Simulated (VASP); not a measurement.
Write the native input for VASP 6.6.1 that does the following.

- Task: single point
- Functional: PBE
- Potentials or basis: VASP PAW PBE potentials, release 64 (Ta_pv)
- Cutoff: 520 eV
- k mesh: 9 × 9 × 13
- Occupations: fermi-dirac, width 0.1 eV
- Spin: no spin polarisation
- Dipole correction: no
- Further INCAR settings: ALGO = Normal; EDIFF = 1e-07; NBANDS = 24

The structure of Ta lies in POSCAR:

```
Ta
1.0
    5.0510798908      0.0000000000      0.0000000000
   -2.5255399454      4.3743635020      0.0000000000
    0.0000000000      0.0000000000      2.8359411298
Ta
3
Direct
    1.0000000000      1.0000000000      0.0000000000
    0.3333333333      0.6666666667      0.5000000000
    0.6666666667      0.3333333333      0.5000000000
```

This isn't the form of Ta at room conditions, which is bcc.

These files were run (other wordings do the same):

INCAR

```
PREC = Accurate
ENCUT = 520
EDIFF = 1E-7
ISMEAR = -1
SIGMA = 0.1
LREAL = False
LASPH = True
NELM = 80
ALGO = Normal
ISIF = 2
LWAVE = False
LCHARG = False
GGA = PE
NBANDS = 24
```

KPOINTS

```
regular mesh
0
Gamma
  9 9 13
```

Potentials or basis: VASP PAW PBE potentials, release 64 (Ta_pv).

Command:

```sh
$ cat potpaw_PBE.64/Ta_pv/POTCAR > POTCAR
$ mpirun -np 1 vasp_std > vasp.out
```

Results of the run:

```
Pressure               : -16.9 GPa
Band gap on the k mesh : zero (an odd number of electrons rules out a gap without spin polarisation)
```

Caveat: the cell stands under tension; spin-orbit coupling is left out, which moves the levels of the heavy elements.

Run time: 2.1 min on 1 thread of Intel(R) Xeon(R) Platinum 8259CL CPU @ 2.50GHz (Skylake/Cascade Lake) (shared host), peak memory 0.24 GiB.
